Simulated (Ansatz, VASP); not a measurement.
## One calculation of Al5Cu, two programs

```
CELL_PARAMETERS angstrom
2.84460 0.00000 0.00000
-1.42230 2.46349 0.00000
0.00000 0.00000 13.36569
ATOMIC_POSITIONS crystal
Al 0.00000 0.00000 0.00000
Al 0.33333 0.66667 0.82515
Al 0.66667 0.33333 0.65079
Al 0.33333 0.66667 0.34921
Al 0.66667 0.33333 0.17485
Cu 0.00000 0.00000 0.50000
```

Alike in both runs: task single point; functional PBE; k mesh 6 × 6 × 2; occupations gaussian, width 0.1 eV; no spin polarisation.

|  | VASP | Ansatz |
| --- | --- | --- |
| version | VASP 6.6.1 | Ansatz 0.2.0 |
| potentials or method | VASP PAW PBE potentials, release 64 (Al, Cu), cutoff 520 eV | scalar-relativistic, plane waves, PAW |
| valence electrons in the cell | 26 | 34 |

VASP gave:

```
gap on the k mesh at the Fermi level (eV)                     : none
pressure (GPa)                                                : 1.1
traceless stress, the component that is largest in VASP (GPa) : -0.30
rms of the force components (eV/Å)                            : 0.069
```

Question: What did Ansatz give for the same quantities?

Answer: gap on the k mesh at the Fermi level (eV): none; pressure (GPa): 0.3; traceless stress, the component that is largest in VASP (GPa): -0.33; rms of the force components (eV/Å): 0.067.

Atom by atom the forces differ by 0.006 eV/Å (rms over components). A gap of «none» marks a metal or a gap that the smearing closes. The functional is the same, so the differences come from potentials, cutoffs and numerics. VASP's potentials hold 26 valence electrons a cell and Ansatz's 34, so a difference there can come from the potentials and not from the codes.

The k mesh is coarse, so the values compare programs but aren't converged.
